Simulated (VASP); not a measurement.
# LiNbO3 (R3c) in VASP: single point with LDA

Aim: the single point of LiNbO3 with LDA.

Program: VASP 6.6.1. These are calculated values, not measurements. Logs are shortened: lines on timing, memory, paths and dates and some standing lists are left out, and cuts for length are marked.

## (1) The cell of the first run

Symmetry: R3c, No. 161, trigonal system. The conventional cell has a = 5.137 Å, b = 5.137 Å, c = 13.887 Å, α = 90.00°, β = 90.00°, γ = 120.00°. Li (site symmetry 3) has 6 O at 2.07 to 2.24 Å within 2.7 Å. Within 2.5 Å of Nb (site symmetry 3) lie 6 O at 1.88 to 2.11 Å. O (site symmetry 1) has 2 Nb at 1.88 to 2.11 Å and 2 Li at 2.07 to 2.24 Å within 2.5 Å.

## (2) Single point, LDA (strained cell)

Input file INCAR:

```
ALGO = Normal
EDIFF = 1E-6
ENCUT = 520
GGA = CA
ISIF = 2
ISMEAR = 0
LASPH = T
LCHARG = F
LREAL = F
LWAVE = F
NBANDS = 45
NELM = 80
PREC = Accurate
SIGMA = 0.02
```

Input file KPOINTS:

```
k-points
0
Gamma
  6 6 6
```

Input file POSCAR:

```
LiNbO3
1.0
    2.5683640557      1.4828456789      4.6289327970
   -2.5683640557      1.4828456789      4.6289327970
    0.0000000000     -2.9656913578      4.6289327970
Li Nb O
2 2 6
Direct
    0.7055421897      0.7055421897      0.7055421897
    0.2055421897      0.2055421897      0.2055421897
    0.9888813162      0.9888813162      0.9888813162
    0.4888813162      0.4888813162      0.4888813162
    0.8742361494      0.2675551481      0.6302339865
    0.6302339865      0.8742361494      0.2675551481
    0.2675551481      0.6302339865      0.8742361494
    0.7675551481      0.3742361494      0.1302339865
    0.3742361494      0.1302339865      0.7675551481
    0.1302339865      0.7675551481      0.3742361494
```

Potentials or basis: VASP PAW LDA potentials, release 64 (Li_sv, Nb_sv, O).

Launch:

```sh
$ cat potpaw_LDA.64/Li_sv/POTCAR potpaw_LDA.64/Nb_sv/POTCAR potpaw_LDA.64/O/POTCAR > POTCAR
$ mpirun -np 1 vasp_std > vasp.out
```

OUTCAR:

```text
EDIFF = 1E-6
   ENCUT = 520
   GGA = CA
   ISIF = 2
   ISMEAR = 0
   LASPH = T
   LREAL = F
   NELM = 80
   PREC = Accurate

 ion  position               nearest neighbor table
   1  0.706  0.706  0.706-  10 2.07   8 2.07   9 2.07   6 2.24   7 2.24   5 2.24
   2  0.206  0.206  0.206-   7 2.07   5 2.07   6 2.07   9 2.24  10 2.24   8 2.24
   3  0.989  0.989  0.989-   6 1.88   5 1.88   7 1.88   9 2.11  10 2.11   8 2.11
   4  0.489  0.489  0.489-   9 1.88   8 1.88  10 1.88   6 2.11   7 2.11   5 2.11
   5  0.874  0.268  0.630-   3 1.88   2 2.07   4 2.11   1 2.24
   6  0.630  0.874  0.268-   3 1.88   2 2.07   4 2.11   1 2.24
   7  0.268  0.630  0.874-   3 1.88   2 2.07   4 2.11   1 2.24
   8  0.768  0.374  0.130-   4 1.88   1 2.07   3 2.11   2 2.24
   9  0.374  0.130  0.768-   4 1.88   1 2.07   3 2.11   2 2.24
  10  0.130  0.768  0.374-   4 1.88   1 2.07   3 2.11   2 2.24

  LATTYP: Found a trigonal (rhomboedric) cell.
 ALAT       =     5.4974852496
 COS(alpha) =     0.5634690739

  Lattice vectors:

 A1 = (   2.5683640557,   1.4828456789,   4.6289327970)
 A2 = (  -2.5683640557,   1.4828456789,   4.6289327970)
 A3 = (   0.0000000000,  -2.9656913578,   4.6289327970)

Analysis of symmetry for initial positions (statically):
=====================================================================
 Subroutine PRICEL returns:
 Original cell was already a primitive cell.

 Routine SETGRP: Setting up the symmetry group for a
 trigonal (rhombohedral) supercell.

 Subroutine GETGRP returns: Found  6 space group operations
 (whereof  3 operations were pure point group operations)
 out of a pool of 12 trial point group operations.

The static configuration has the point symmetry C_3 .
 The point group associated with its full space group is C_3v.

Analysis of symmetry for dynamics (positions and initial velocities):
=====================================================================
 Subroutine PRICEL returns:
 Original cell was already a primitive cell.

 Routine SETGRP: Setting up the symmetry group for a
 trigonal (rhombohedral) supercell.

 Subroutine GETGRP returns: Found  6 space group operations
 (whereof  3 operations were pure point group operations)
 out of a pool of 12 trial point group operations.

The dynamic configuration has the point symmetry C_3 .
 The point group associated with its full space group is C_3v.

 Subroutine INISYM returns: Found  6 space group operations
 (whereof  3 operations are pure point group operations),
 and found     1 'primitive' translations

----------------------------------------------------------------------------------------

                                     Primitive cell
[... 121 lines left out ...]
   EFERMI =   0.00;   METHOD = LEGACY
   ISMEAR =     0;   SIGMA  =   0.02  broadening in eV -4-tet -1-fermi 0-gaus
   EFERMI_NEDOS =   21; number of points for ismear=-14 and -15
   IALGO  =     38    algorithm
   IMIX   =      4    mixing-type and parameters
     AMIX     =   0.40;   BMIX     =  1.00
     AMIX_MAG =   1.60;   BMIX_MAG =  1.00
  volume/ion in A,a.u.               =      10.58        71.38
  Fermi-wavevector in a.u.,A,eV,Ry     =   1.412916  2.670023 27.161729  1.996331
  Thomas-Fermi vector in A             =   2.534615
   LORBIT       =      0    0 simple, 1 ext, 2 COOP (PROOUT), +10 PAW based schemes
   GGA     = CA    functional components
   LHFCALC =     F    Hartree Fock is set to
   AEXX    =    0.0000 exact exchange contribution
   IVDW    =     0    specifies the selected vdW correction
   LEPSILON=     F    determine dielectric tensor
   LRPA    =     F    only Hartree local field effects (RPA)
 non-spin polarized calculation
 Gauss-broadening in eV      SIGMA  =   0.02
  energy-cutoff  :      520.00
  volume of cell :      105.78
 maximum number of plane-waves:      2892
 NGX is ok and might be reduce to    42
   NGX = 21   NGY = 21   NGZ = 21

 number of electron      67.9999999 magnetization

 Free energy of the ion-electron system (eV)
  ---------------------------------------------------
  ext. energy  EPLUGINS =         0.00000000
  ---------------------------------------------------
  free energy    TOTEN  =       -87.54489876 eV

  energy without entropy =      -87.54489876  energy(sigma->0) =      -87.54489876

 E-fermi :   3.4624     XC(G=0): -11.3517

 val. band max:        3.3481240006   @ k =   0.1667   0.1667   0.1667
 cond. band min:       6.7679686666   @ k =   0.0000   0.0000   0.0000
 fundamental gap:      3.4198446660
 Fermi energy:         3.4624152948

 k-point     1 :       0.0000    0.0000    0.0000
  band No.  band energies     occupation
      1     -50.4525      2.00000
      2     -50.4362      2.00000
      3     -38.1407      2.00000
      4     -38.1376      2.00000
      5     -26.9563      2.00000
      6     -26.9563      2.00000
[... 1141 lines left out ...]
     44      12.9105      0.00000
     45      13.6203      0.00000

 [... further k-points ...]

------------------------ aborting loop because EDIFF is reached ----------------------------------------

  FORCE on cell =-STRESS in cart. coord.  units (eV):
  Direction    XX          YY          ZZ          XY          YZ          ZX
  --------------------------------------------------------------------------------------
  -------------------------------------------------------------------------------------
  Total       -2.8383925     -2.8383925     -3.4497909      0.0000000      0.0000000      0.0000000
  in kB      -42.9930605    -42.9930605    -52.2538977      0.0000000      0.0000000      0.0000000
  external PRESSURE =     -46.0800062 kB  Pullay stress =       0.0000000 kB

 VOLUME and BASIS-vectors are now :
 -----------------------------------------------------------------------------
  energy-cutoff  :      520.00
  volume of cell :      105.78
      direct lattice vectors                 reciprocal lattice vectors
     2.568364056  1.482845679  4.628932797     0.194676451  0.112396502  0.072010839
    -2.568364056  1.482845679  4.628932797    -0.194676451  0.112396502  0.072010839
     0.000000000 -2.965691358  4.628932797     0.000000000 -0.224793003  0.072010839

 POSITION                                       TOTAL-FORCE (eV/Angst)
 -----------------------------------------------------------------------------------
      0.00000      0.00000      9.79772        -0.000000      0.000000     -0.000765
      0.00000      0.00000      2.85432        -0.000000      0.000000     -0.000765
      0.00000      0.00000     13.73240        -0.000000      0.000000      0.081391
      0.00000      0.00000      6.78900        -0.000000      0.000000      0.081391
      1.55818     -0.17598      8.20259        -0.026681      0.029782     -0.026875
     -0.62669      1.43741      8.20259        -0.012452     -0.037997     -0.026875
     -0.93149     -1.26143      8.20259         0.039133      0.008215     -0.026875
      1.01019      1.30687      5.88812         0.026681      0.029782     -0.026875
      0.62669     -1.52828      5.88812         0.012452     -0.037997     -0.026875
     -1.63687      0.22141      5.88812        -0.039133      0.008215     -0.026875
 -----------------------------------------------------------------------------------
    total drift:                                0.000000     -0.000000     -0.000239

  FREE ENERGIE OF THE ION-ELECTRON SYSTEM (eV)
  ---------------------------------------------------
  free  energy   TOTEN  =       -87.5448987589 eV

  energy  without entropy=      -87.5448987589  energy(sigma->0) =      -87.54489876
```

OSZICAR:

```text
N       E                     dE             d eps       ncg     rms          rms(c)
DAV:   1     0.752074701166E+03    0.75207E+03   -0.35904E+04  2880   0.159E+03
DAV:   2    -0.337885728609E+02   -0.78586E+03   -0.75903E+03  3800   0.580E+02
DAV:   3    -0.100056305377E+03   -0.66268E+02   -0.65854E+02  4800   0.153E+02
DAV:   4    -0.104847161576E+03   -0.47909E+01   -0.47786E+01  5280   0.320E+01
DAV:   5    -0.105161540634E+03   -0.31438E+00   -0.31428E+00  4264   0.701E+00    0.270E+01
DAV:   6    -0.878981272107E+02    0.17263E+02   -0.75426E+01  4336   0.538E+01    0.939E+00
DAV:   7    -0.876514896742E+02    0.24664E+00   -0.79450E+00  4904   0.167E+01    0.554E+00
DAV:   8    -0.875493491520E+02    0.10214E+00   -0.73980E-01  4576   0.596E+00    0.155E+00
DAV:   9    -0.875454896874E+02    0.38595E-02   -0.10704E-01  4616   0.262E+00    0.975E-01
DAV:  10    -0.875449251861E+02    0.56450E-03   -0.22987E-02  4392   0.115E+00    0.979E-02
DAV:  11    -0.875448817788E+02    0.43407E-04   -0.17211E-03  4528   0.258E-01    0.447E-02
DAV:  12    -0.875448970914E+02   -0.15313E-04   -0.21192E-04  5024   0.118E-01    0.175E-02
DAV:  13    -0.875448989031E+02   -0.18117E-05   -0.15212E-05  4515   0.233E-02    0.944E-03
DAV:  14    -0.875448987589E+02    0.14420E-06   -0.30434E-06  2768   0.142E-02
   1 F= -.87544899E+02 E0= -.87544899E+02  d E =-.137500E-17
```

stdout:

```text
POSCAR found type information on POSCAR LiNbO
 POSCAR found :  3 types and      10 ions
 scaLAPACK will be used
 LDA part: xc-table for (Slater(with rela. corr.)+CA(PZ))
 , standard interpolation
 POSCAR, INCAR and KPOINTS ok, starting setup
 FFT: planning ... GRIDC
 FFT: planning ... GRID_SOFT
 FFT: planning ... GRID
 WAVECAR not read
 entering main loop
```

Wall time 5.7 min (1 thread of Intel Xeon 8259CL, shared host); peak memory 0.28 GiB.

Results:

```
Free energy            : -87.5449 eV
Largest force          : 0.081 eV/Å
Band gap on the k mesh : 3.42 eV (least direct gap 3.43 eV)
```

Forces in eV/Å, atoms in the order of the input:
```
Li   0.000  0.000 -0.001
Li   0.000  0.000 -0.001
Nb   0.000  0.000  0.081
Nb   0.000  0.000  0.081
O   -0.027  0.030 -0.027
O   -0.012 -0.038 -0.027
O    0.039  0.008 -0.027
O    0.027  0.030 -0.027
O    0.012 -0.038 -0.027
O   -0.039  0.008 -0.027
```

Caveat: the cell differs from its parent crystal (strained cell); the cutoff is under 1.25 times the usual one of these potentials, so pressure, stress and relaxed cells hold a basis-set (Pulay) error. A k mesh can miss the band edges.
